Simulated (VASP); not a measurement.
# C (R-3m) in VASP: single point with LDA

Aim: the single point of C with LDA.

Program: VASP 6.6.1. These are calculated values, not measurements. Logs are shortened: lines on timing, memory, paths and dates and some standing lists are left out, and cuts for length are marked.

## 1. The cell of the first run

Symmetry: R-3m, No. 166, trigonal system. Conventional cell: a = 2.458 Å, b = 2.458 Å, c = 30.359 Å, α = 90.00°, β = 90.00°, γ = 120.00°. Within 2.0 Å of C (site symmetry 3m) lie 4 C at 1.51 Å. Within 2.0 Å of C (site symmetry 3m) lie 4 C at 1.51 Å. C (site symmetry 3m) has 4 C at 1.51 Å within 2.0 Å. C (site symmetry 3m) has 4 C at 1.51 to 1.53 Å within 2.0 Å. Within 2.0 Å of C (site symmetry 3m) lie 4 C at 1.51 to 1.53 Å.

## 2. Single point, LDA

INCAR reads:

```
SYSTEM = C
  PREC = Accurate
  ENCUT = 600
  EDIFF = 1E-6
  ISMEAR = 1
  SIGMA = 0.1
  LREAL = .False.
  LASPH = .True.
  NELM = 120
  ALGO = Normal
  ISIF = 2
  LWAVE = .False.
  LCHARG = .False.
  GGA = CA
  NBANDS = 31
  GGA_COMPAT = .False.
```

KPOINTS reads:

```
Automatic mesh
0
Gamma
  12 12 12
  0 0 0
```

POSCAR reads:

```
C
1.0
    1.2291724128      0.7096630234     10.1198173573
   -1.2291724128      0.7096630234     10.1198173573
    0.0000000000     -1.4193260468     10.1198173573
C
10
Direct
    0.0248143491      0.0248143491      0.0248143491
    0.9751856509      0.9751856509      0.9751856509
    0.1086987382      0.1086987382      0.1086987382
    0.8913012618      0.8913012618      0.8913012618
    0.1583620061      0.1583620061      0.1583620061
    0.8416379939      0.8416379939      0.8416379939
    0.3748820945      0.3748820945      0.3748820945
    0.6251179055      0.6251179055      0.6251179055
    0.4253033346      0.4253033346      0.4253033346
    0.5746966654      0.5746966654      0.5746966654
```

Potentials or basis: VASP PAW LDA potentials, release 64 (C).

On the command line:

```sh
cat potpaw_LDA.64/C/POTCAR > POTCAR
mpirun -np 1 vasp_std > vasp.out
```

OUTCAR:

```text
SYSTEM = C
   PREC = Accurate
   ENCUT = 600
   EDIFF = 1E-6
   ISMEAR = 1
   LREAL = .False.
   LASPH = .True.
   NELM = 120
   ISIF = 2
   GGA = CA

 ion  position               nearest neighbor table
   1  0.025  0.025  0.025-   2 1.51   7 1.51   7 1.51   7 1.51
   2  0.975  0.975  0.975-   1 1.51   8 1.51   8 1.51   8 1.51
   3  0.109  0.109  0.109-   9 1.51   9 1.51   9 1.51   5 1.51
   4  0.891  0.891  0.891-  10 1.51  10 1.51  10 1.51   6 1.51
   5  0.158  0.158  0.158-   6 1.51   6 1.51   6 1.51   3 1.51
   6  0.842  0.842  0.842-   5 1.51   5 1.51   5 1.51   4 1.51
   7  0.375  0.375  0.375-   1 1.51   1 1.51   1 1.51   9 1.53
   8  0.625  0.625  0.625-   2 1.51   2 1.51   2 1.51  10 1.53
   9  0.425  0.425  0.425-   3 1.51   3 1.51   3 1.51   7 1.53
  10  0.575  0.575  0.575-   4 1.51   4 1.51   4 1.51   8 1.53

  LATTYP: Found a trigonal (rhomboedric) cell.
 ALAT       =    10.2188644072
 COS(alpha) =     0.9710632114

  Lattice vectors:

 A1 = (   1.2291724128,   0.7096630234,  10.1198173573)
 A2 = (  -1.2291724128,   0.7096630234,  10.1198173573)
 A3 = (   0.0000000000,  -1.4193260468,  10.1198173573)

Analysis of symmetry for initial positions (statically):
=====================================================================
 Subroutine PRICEL returns:
 Original cell was already a primitive cell.

 Routine SETGRP: Setting up the symmetry group for a
 trigonal (rhombohedral) supercell.

 Subroutine GETGRP returns: Found 12 space group operations
 (whereof 12 operations were pure point group operations)
 out of a pool of 12 trial point group operations.

The static configuration has the point symmetry D_3d.

Analysis of symmetry for dynamics (positions and initial velocities):
=====================================================================
 Subroutine PRICEL returns:
 Original cell was already a primitive cell.

 Routine SETGRP: Setting up the symmetry group for a
 trigonal (rhombohedral) supercell.

 Subroutine GETGRP returns: Found 12 space group operations
 (whereof 12 operations were pure point group operations)
 out of a pool of 12 trial point group operations.

The dynamic configuration has the point symmetry D_3d.

 Subroutine INISYM returns: Found 12 space group operations
 (whereof 12 operations are pure point group operations),
 and found     1 'primitive' translations

----------------------------------------------------------------------------------------

                                     Primitive cell

  volume of cell :      52.9650

  direct lattice vectors                    reciprocal lattice vectors
     1.229172413  0.709663023 10.119817357     0.406777759  0.234853249  0.032938671
    -1.229172413  0.709663023 10.119817357    -0.406777759  0.234853249  0.032938671
     0.000000000 -1.419326047 10.119817357     0.000000000 -0.469706498  0.032938671

  length of vectors
    10.218864407 10.218864407 10.218864407     0.470860011  0.470860011  0.470860011

  position of ions in fractional coordinates (direct lattice)
     0.024814349  0.024814349  0.024814349
     0.975185651  0.975185651  0.975185651
     0.108698738  0.108698738  0.108698738
     0.891301262  0.891301262  0.891301262
     0.158362006  0.158362006  0.158362006
     0.841637994  0.841637994  0.841637994
     0.374882095  0.374882095  0.374882095
     0.625117905  0.625117905  0.625117905
     0.425303335  0.425303335  0.425303335
     0.574696665  0.574696665  0.574696665

  ion indices of the primitive-cell ions
   primitive index   ion index
                 1           1
                 2           2
                 3           3
                 4           4
                 5           5
                 6           6
                 7           7
                 8           8
                 9           9
                10          10

----------------------------------------------------------------------------------------

 KPOINTS: Automatic mesh

Automatic generation of k-mesh.
 Grid dimensions read from file:
 generate k-points for:   12   12   12

 Generating k-lattice:

  Cartesian coordinates                     Fractional coordinates (reciprocal lattice)
     0.033898147  0.019571104  0.002744889     0.083333333 -0.000000000  0.000000000
    -0.033898147  0.019571104  0.002744889    -0.000000000  0.083333333  0.000000000
     0.000000000 -0.039142208  0.002744889     0.000000000  0.000000000  0.083333333

  Length of vectors
     0.039238334  0.039238334  0.039238334

  Shift w.r.t. Gamma in fractional coordinates (k-lattice)
     0.000000000  0.000000000  0.000000000

 Subroutine IBZKPT returns following result:
 ===========================================

 Found    189 irreducible k-points:

 Following reciprocal coordinates:
            Coordinates               Weight
  0.000000  0.000000  0.000000      1.000000
  0.083333 -0.000000  0.000000      6.000000
  0.166667 -0.000000  0.000000      6.000000
  0.250000 -0.000000  0.000000      6.000000
  0.333333 -0.000000  0.000000      6.000000
  0.416667 -0.000000  0.000000      6.000000
[... 16 lines left out ...]
  0.500000  0.166667 -0.000000     12.000000
 -0.416667  0.166667  0.000000     12.000000
 [... further k-points ...]
   k-points           NKPTS =    189   k-points in BZ     NKDIM =    189   number of bands    NBANDS=     31
   number of dos      NEDOS =    301   number of ions     NIONS =     10
   total plane-waves  NPLWV = 592704
   dimension x,y,z NGX =    84 NGY =   84 NGZ =   84
   dimension x,y,z NGXF=   168 NGYF=  168 NGZF=  168
   ions per type =              10
   NGX,Y,Z   is equivalent  to a cutoff of  13.67, 13.67, 13.67 a.u.
   NGXF,Y,Z  is equivalent  to a cutoff of  27.33, 27.33, 27.33 a.u.
 SYSTEM =  C
   PREC   = accura    normal or accurate (medium, high low for compatibility)
   ISTART =      0    job   : 0-new  1-cont  2-samecut
   ICHARG =      2    charge: 1-file 2-atom 10-const
   ISPIN  =      1    spin polarized calculation?
   LNONCOLLINEAR =      F non collinear calculations
   LSORBIT =      F    spin-orbit coupling
   LASPH  =      T    aspherical Exc in radial PAW
   ENCUT  =  600.0 eV  44.10 Ry    6.64 a.u.  20.41 20.41 20.41*2*pi/ulx,y,z
   NELM   =    120;   NELMIN=  2; NELMDL= -5     # of ELM steps
   EDIFF  = 0.1E-05   stopping-criterion for ELM
   LREAL  =      F    real-space projection
   EDIFFG = 0.1E-04   stopping-criterion for IOM
   NSW    =      0    number of steps for IOM
   IBRION =     -1    ionic relax: 0-MD 1-quasi-New 2-CG
   NFREE  =      0    steps in history (QN), initial steepest desc. (CG)
   ISIF   =      2    stress and relaxation
   ISYM   =      2    0-nonsym 1-usesym 2-fastsym
   POTIM  = 0.5000    time-step for ionic-motion
   TEBEG  =    0.0;   TEEND  =   0.0 temperature during run
   PSTRESS=    0.0 pullay stress
   NELECT =      40.0000    total number of electrons
   NUPDOWN=      -1.0000    fix difference up-down
   EMIN   =  10.00;   EMAX   =-10.00  energy-range for DOS
   EFERMI =   0.00;   METHOD = LEGACY
   ISMEAR =     1;   SIGMA  =   0.10  broadening in eV -4-tet -1-fermi 0-gaus
   EFERMI_NEDOS =   21; number of points for ismear=-14 and -15
   IALGO  =     38    algorithm
   IMIX   =      4    mixing-type and parameters
     AMIX     =   0.40;   BMIX     =  1.00
     AMIX_MAG =   1.60;   BMIX_MAG =  1.00
  volume/ion in A,a.u.               =       5.30        35.74
  Fermi-wavevector in a.u.,A,eV,Ry     =   1.490843  2.817284 30.240477  2.222612
  Thomas-Fermi vector in A             =   2.603573
   LORBIT       =      0    0 simple, 1 ext, 2 COOP (PROOUT), +10 PAW based schemes
   GGA     = CA    functional components
   LHFCALC =     F    Hartree Fock is set to
   AEXX    =    0.0000 exact exchange contribution
   IVDW    =     0    specifies the selected vdW correction
   LEPSILON=     F    determine dielectric tensor
   LRPA    =     F    only Hartree local field effects (RPA)
 non-spin polarized calculation
 Methfessel and Paxton  Order N= 1 SIGMA  =   0.10
  energy-cutoff  :      600.00
  volume of cell :       52.96
 maximum number of plane-waves:      1802
 NGX is ok and might be reduce to    84
   NGX = 41   NGY = 41   NGZ = 41

 number of electron      40.0000000 magnetization

 Free energy of the ion-electron system (eV)
  ---------------------------------------------------
  ext. energy  EPLUGINS =         0.00000000
  ---------------------------------------------------
  free energy    TOTEN  =      -101.03401148 eV

  energy without entropy =     -101.03405494  energy(sigma->0) =     -101.03402597

 E-fermi :  10.9388     XC(G=0): -13.8318

 val. band max:       10.8750468273   @ k =   0.0000   0.0000   0.0000
 cond. band min:      15.5083162022   @ k =  -0.3333  -0.3333   0.0833
 fundamental gap:      4.6332693749
 Fermi energy:        10.9387768581

 k-point     1 :       0.0000    0.0000    0.0000
  band No.  band energies     occupation
      1     -11.5140      2.00000
      2     -10.4085      2.00000
      3     -10.3357      2.00000
      4      -7.0716      2.00000
      5      -7.0513      2.00000
      6      -1.2508      2.00000
[... 23 lines left out ...]
     30      19.6963      0.00000
     31      19.7047      0.00000

 k-point     2 :       0.0833   -0.0000    0.0000
  band No.  band energies     occupation
      1     -11.3336      2.00000
      2     -10.2659      2.00000
      3     -10.1208      2.00000
      4      -7.0078      2.00000
      5      -6.7753      2.00000
      6      -1.2513      2.00000
[... 23 lines left out ...]
     30      19.7178      0.00000
     31      20.2102      0.00000

 k-point     3 :       0.1667   -0.0000    0.0000
  band No.  band energies     occupation
      1     -10.7941      2.00000
      2      -9.7893      2.00000
      3      -9.5293      2.00000
      4      -6.6135      2.00000
      5      -6.1570      2.00000
      6      -0.9578      2.00000
[... 703 lines left out ...]
     30      21.9527      0.00000
     31      22.1870      0.00000

 k-point    24 :      -0.4167    0.1667    0.0000
  band No.  band energies     occupation
      1      -5.1700      2.00000
      2      -4.8314      2.00000
      3      -4.3987      2.00000
      4      -3.5680      2.00000
      5      -3.3606      2.00000
      6      -2.6533      2.00000
[... 23 lines left out ...]
     30      22.0239      0.00000
     31      22.2409      0.00000

 [... further k-points ...]

------------------------ aborting loop because EDIFF is reached ----------------------------------------

  FORCE on cell =-STRESS in cart. coord.  units (eV):
  Direction    XX          YY          ZZ          XY          YZ          ZX
  --------------------------------------------------------------------------------------
  -------------------------------------------------------------------------------------
  Total        6.9440914      6.9440914      6.9344657      0.0000000     -0.0000000      0.0000000
  in kB      210.0569738    210.0569738    209.7658002      0.0000000     -0.0000000      0.0000000
  external PRESSURE =     209.9599159 kB  Pullay stress =       0.0000000 kB

 VOLUME and BASIS-vectors are now :
 -----------------------------------------------------------------------------
  energy-cutoff  :      600.00
  volume of cell :       52.96
      direct lattice vectors                 reciprocal lattice vectors
     1.229172413  0.709663023 10.119817357     0.406777759  0.234853249  0.032938671
    -1.229172413  0.709663023 10.119817357    -0.406777759  0.234853249  0.032938671
     0.000000000 -1.419326047 10.119817357     0.000000000 -0.469706498  0.032938671

 POSITION                                       TOTAL-FORCE (eV/Angst)
 -----------------------------------------------------------------------------------
      0.00000      0.00000      0.75335         0.000000      0.000000      0.000261
      0.00000      0.00000     29.60610         0.000000      0.000000     -0.000261
      0.00000      0.00000      3.30003         0.000000      0.000000     -0.000863
      0.00000      0.00000     27.05942         0.000000      0.000000      0.000863
      0.00000      0.00000      4.80778         0.000000      0.000000     -0.000027
      0.00000      0.00000     25.55167         0.000000      0.000000      0.000027
      0.00000      0.00000     11.38121         0.000000     -0.000000      0.003942
      0.00000      0.00000     18.97824         0.000000      0.000000     -0.003942
      0.00000      0.00000     12.91198         0.000000      0.000000     -0.003674
      0.00000      0.00000     17.44748         0.000000     -0.000000      0.003674
 -----------------------------------------------------------------------------------
    total drift:                                0.000000     -0.000000     -0.000000

  FREE ENERGIE OF THE ION-ELECTRON SYSTEM (eV)
  ---------------------------------------------------
  free  energy   TOTEN  =      -101.0340114816 eV

  energy  without entropy=     -101.0340549357  energy(sigma->0) =     -101.03402597
```

It took 48 min on 1 thread of Intel Xeon 6975P-C (Granite Rapids), shared host; peak memory 0.78 GiB.

What came out:

- Free energy: -101.0340 eV
- Pressure: 21.0 GPa
- Largest force: 0.004 eV/Å
- Band gap on the k mesh: 4.63 eV (least direct gap 5.46 eV)

Forces in eV/Å, atoms in the order of the input:
```
C    0.000  0.000  0.000
C    0.000  0.000  0.000
C    0.000  0.000 -0.001
C    0.000  0.000  0.001
C    0.000  0.000  0.000
C    0.000  0.000  0.000
C    0.000  0.000  0.004
C    0.000  0.000 -0.004
C    0.000  0.000 -0.004
C    0.000  0.000  0.004
```

Levels at points of the mesh, in eV from the valence-band top:
```tsv
k point	band 18	band 19	band 20	band 21	band 22	band 23
(0.00, 0.00, 0.00)	-0.22	0.00	0.00	5.46	5.46	5.63
(0.50, 0.00, 0.00)	-4.70	-3.80	-3.12	4.97	4.97	6.38
(0.50, 0.50, 0.00)	-4.34	-3.63	-3.62	4.75	5.57	5.66
(0.50, 0.50, 0.50)	-0.50	-0.45	-0.45	5.97	5.97	6.09
```

Caveat: the cell stands under pressure. A k mesh can miss the band edges.
